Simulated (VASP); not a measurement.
# CaO (Fm-3m) in VASP: settings compared, part 3 of 3

VASP 6.6.1.

## Step 5: Single point, revPBE+D4

This run uses another cell than the first one, of 13.95 Å³/atom.

Contents of INCAR:

```
SYSTEM = CaO
ALGO = Normal
EDIFF = 1E-7
ENCUT = 520
GGA = RE
ISIF = 2
ISMEAR = -1
IVDW = 13
LASPH = .True.
LCHARG = .False.
LREAL = .False.
LWAVE = .False.
NBANDS = 15
NELM = 80
PREC = Accurate
SIGMA = 0.05
```

Contents of KPOINTS:

```
k-points
0
Gamma
  10 10 10
  0 0 0
```

Contents of POSCAR:

```
CaO
1.0
    0.0000000000      2.4075483105      2.4075483105
    2.4075483105      0.0000000000      2.4075483105
    2.4075483105      2.4075483105      0.0000000000
Ca O
1 1
Direct
    0.0000000000      0.0000000000      0.0000000000
    0.5000000000      0.5000000000      0.5000000000
```

The run is started by

```
$ cat potpaw_PBE.64/Ca_sv/POTCAR potpaw_PBE.64/O/POTCAR > POTCAR
$ mpirun -np 1 vasp_std > vasp.out
```

Wall time 38 s (1 thread of Intel Xeon 8259CL, shared host); peak memory 0.17 GiB.

Results (log left out):

* Free energy: -12.7331 eV
* Pressure: 0.6 GPa
* Band gap on the k mesh: 3.72 eV (least direct gap 4.09 eV)
* Dispersion energy per atom: -0.283 eV

Levels at points of the mesh, in eV from the valence-band top:
| k point | band 4 | band 5 | band 6 | band 7 | band 8 | band 9 | band 10 | band 11 | band 12 | band 13 |
| --- | --- | --- | --- | --- | --- | --- | --- | --- | --- | --- |
| (0.00, 0.00, 0.00) | -18.50 | -15.59 | 0.00 | 0.00 | 0.00 | 4.78 | 6.26 | 6.26 | 6.26 | 7.72 |
| (0.50, 0.00, 0.00) | -18.56 | -14.43 | -2.59 | -1.19 | -1.19 | 7.07 | 8.35 | 8.35 | 8.58 | 10.37 |
| (0.50, 0.50, 0.00) | -18.72 | -15.36 | -1.29 | -0.37 | -0.37 | 3.72 | 8.02 | 8.85 | 9.49 | 9.49 |

Caveat: the PAW data sets were made with another functional, which shifts forces and pressure a little.

## Step 6: Single point, RPBE+D4

This run uses another cell than the first one, of 14.06 Å³/atom.

Contents of INCAR:

```
ALGO     = Normal         # electronic algorithm
EDIFF    = 1E-6           # SCF threshold, eV
ENCUT    = 520            # plane-wave cutoff, eV
GGA      = RP             # functional
ISIF     = 2              # what is computed and relaxed
ISMEAR   = -1             # smearing method
IVDW     = 13             # dispersion correction
LASPH    = True           # aspherical terms in the spheres
LCHARG   = False          # write CHGCAR
LREAL    = False          # projectors in reciprocal space
LWAVE    = False          # write WAVECAR
NBANDS   = 15             # bands
NELM     = 60             # most SCF steps
PREC     = Accurate       # precision mode
SIGMA    = 0.05           # smearing width, eV
```

Contents of KPOINTS:

```
k-points
0
Gamma
  10 10 10
```

Contents of POSCAR:

```
CaO
1.0
    0.0000000000      2.4137703343      2.4137703343
    2.4137703343      0.0000000000      2.4137703343
    2.4137703343      2.4137703343      0.0000000000
Ca O
1 1
Direct
    0.0000000000      0.0000000000      0.0000000000
    0.5000000000      0.5000000000      0.5000000000
```

Potentials or basis: VASP PAW PBE potentials, release 64 (Ca_sv, O).

The run is started by

```
$ cat potpaw_PBE.64/Ca_sv/POTCAR potpaw_PBE.64/O/POTCAR > POTCAR
$ mpirun -np 1 vasp_std > vasp.out
```

OUTCAR:

```text
EDIFF = 1E-6
   ENCUT = 520
   GGA = RP
   ISIF = 2
   ISMEAR = -1
   IVDW = 13
   LASPH = True
   LREAL = False
   NELM = 60
   PREC = Accurate

 ion  position               nearest neighbor table
   1  0.000  0.000  0.000-   2 2.41   2 2.41   2 2.41   2 2.41   2 2.41   2 2.41
   2  0.500  0.500  0.500-   1 2.41   1 2.41   1 2.41   1 2.41   1 2.41   1 2.41

  LATTYP: Found a face centered cubic cell.
 ALAT       =     4.8275406686

  Lattice vectors:

 A1 = (   0.0000000000,   2.4137703343,   2.4137703343)
 A2 = (   2.4137703343,   0.0000000000,   2.4137703343)
 A3 = (   2.4137703343,   2.4137703343,   0.0000000000)
[... 617 lines left out ...]

  DFT-D4 for vdW energy calculation

  Edisp (eV):   -0.63689

  FORCE on cell =-STRESS in cart. coord.  units (eV):
  Direction    XX          YY          ZZ          XY          YZ          ZX
  --------------------------------------------------------------------------------------
  -------------------------------------------------------------------------------------
  Total       0.09908     0.09908     0.09908     0.00000    -0.00000     0.00000
  in kB       5.64415     5.64415     5.64415     0.00000    -0.00000     0.00000
  external pressure =        5.64 kB  Pullay stress =        0.00 kB

 VOLUME and BASIS-vectors are now :
 -----------------------------------------------------------------------------
  energy-cutoff  :      520.00
  volume of cell :       28.13
      direct lattice vectors                 reciprocal lattice vectors
     0.000000000  2.413770334  2.413770334    -0.207144811  0.207144811  0.207144811
     2.413770334  0.000000000  2.413770334     0.207144811 -0.207144811  0.207144811
     2.413770334  2.413770334  0.000000000     0.207144811  0.207144811 -0.207144811

 POSITION                                       TOTAL-FORCE (eV/Angst)
 -----------------------------------------------------------------------------------
      0.00000      0.00000      0.00000         0.000000      0.000000      0.000000
      2.41377      2.41377      2.41377        -0.000000     -0.000000     -0.000000
 -----------------------------------------------------------------------------------
    total drift:                                0.000000      0.000000      0.000000

  FREE ENERGIE OF THE ION-ELECTRON SYSTEM (eV)
  ---------------------------------------------------
  free  energy   TOTEN  =       -12.7165044479 eV

  energy  without entropy=      -12.7165044478  energy(sigma->0) =      -12.71650445
```

Wall time 32 s (1 thread of Intel Xeon 8259CL, shared host); peak memory 0.17 GiB.

Results:

| Item | Value |
| --- | --- |
| Free energy | -12.7165 eV |
| Pressure | 0.6 GPa |
| Band gap on the k mesh | 3.75 eV (least direct gap 4.12 eV) |
| Dispersion energy per atom | -0.318 eV |

Caveat: the PAW data sets were made with another functional, which shifts forces and pressure a little. A k mesh can miss the band edges.

## Step 7: The runs side by side

```csv
task,level,cell,cutoff (eV),smearing,gap on the mesh (eV),pressure (GPa)
single point,PBE,"a = 3.399 Å, angles 60.0°, 2 atoms",520,gaussian 0.05 eV,3.64,2.2
single point,BLYP,"a = 3.444 Å, angles 60.0°, 2 atoms",520,fermi-dirac 0.05 eV,3.73,0.5
relaxation of cell and atoms,RPBE+D3(BJ),"relaxed from a = 3.399 Å, angles 60.0°, 2 atoms",600,fermi-dirac 0.05 eV,3.66,-0.1
single point,revPBE+D4,"a = 3.405 Å, angles 60.0°, 2 atoms",520,fermi-dirac 0.05 eV,3.72,0.6
single point,RPBE+D4,"a = 3.414 Å, angles 60.0°, 2 atoms",520,fermi-dirac 0.05 eV,3.75,0.6
```

Alike in all rows: potentials or basis VASP PAW PBE potentials, release 64 (Ca_sv, O); no spin polarisation; k mesh 10 × 10 × 10.

Caveats: the PAW data sets were made with another functional, which shifts forces and pressure a little (at least some runs).

Absolute energies hang on the potentials; compare differences alone.
